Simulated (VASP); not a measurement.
WC, 2 atoms in the cell. It takes space group Fm-3m (No. 225, cubic). The conventional cell has a = 4.385 Å, b = 4.385 Å, c = 4.385 Å, α = 90.00°, β = 90.00°, γ = 90.00°. Within 2.9 Å of W (site symmetry m-3m) lie 6 C at 2.19 Å. C (site symmetry m-3m) has 6 W at 2.19 Å within 2.9 Å. 

```yaml
Program: VASP 6.6.1
Task: single point
Functional: LDA
Potentials_or_basis: VASP PAW LDA potentials, release 64 (W_sv, C)
Cutoff: 520 eV
k_mesh: 7 × 7 × 7
Occupations: methfessel-paxton, width 0.1 eV
Spin: no spin polarisation
Dipole_correction: no
Further_INCAR_settings: ALGO = Normal; EDIFF = 1e-06; NBANDS = 16
```

Potentials or basis: VASP PAW LDA potentials, release 64 (W_sv, C).

Launch:

```console
$ cat potpaw_LDA.64/W_sv/POTCAR potpaw_LDA.64/C/POTCAR > POTCAR
$ mpirun -np 1 vasp_std > vasp.out
```

Hardware: 1 thread of Intel(R) Xeon(R) Platinum 8259CL CPU @ 2.50GHz (Skylake/Cascade Lake), with other jobs on the host.

Question: Estimate the wall time of this run.

Answer: Run time: 4.3 s on 1 thread of Intel(R) Xeon(R) Platinum 8259CL CPU @ 2.50GHz (Skylake/Cascade Lake), on a shared host, peak memory 0.13 GiB. Counts: scf iterations 12, k points 20.
